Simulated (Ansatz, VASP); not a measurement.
## One calculation of BaTiO3, two programs

```
CELL_PARAMETERS angstrom
2.84599 1.58779 2.34646
-2.81959 1.62759 2.28631
0.04766 -3.25598 2.34494
ATOMIC_POSITIONS crystal
Ba 0.99390 0.99808 0.00200
Ti 0.51221 0.50428 0.52260
O 0.51112 0.50732 0.97431
O 0.48601 0.98937 0.48575
O 0.97546 0.47965 0.49405
```

Change from the starting cell: all atoms moved at random (sigma 0.1 Å a component), cell strained at random (sigma 0.01).

Alike in both runs: task single point; functional r2SCAN; k mesh 6 × 6 × 6; occupations gaussian, width 0.05 eV; no spin polarisation.

```csv
,VASP,Ansatz
version,VASP 6.6.1,Ansatz 0.2.0
potentials or method,"VASP PAW PBE potentials, release 64 (Ba_sv, Ti_sv, O), cutoff 520 eV","scalar-relativistic, plane waves, PAW"
valence electrons in the cell,40,40
```

|  | VASP | Ansatz | Ansatz less VASP |
| --- | --- | --- | --- |
| gap on the k mesh at the Fermi level (eV) | 2.56 | 2.58 | +0.024 |
| least direct gap on the mesh (eV) | 2.95 | 2.94 | -0.015 |
| pressure (GPa) | 5.3 | 3.3 | -2.05 |
| traceless stress, the component that is largest in VASP (GPa) | 3.50 | 3.38 | -0.122 |
| rms of the force components (eV/Å) | 0.356 | 0.307 | -0.0492 |

VASP's potentials were made for PBE, not for r2SCAN. Atom by atom the forces differ by 0.072 eV/Å (rms over components). With one functional, cell and mesh, what is left measures potentials, basis and numerics.

Neither program's run includes spin-orbit coupling.
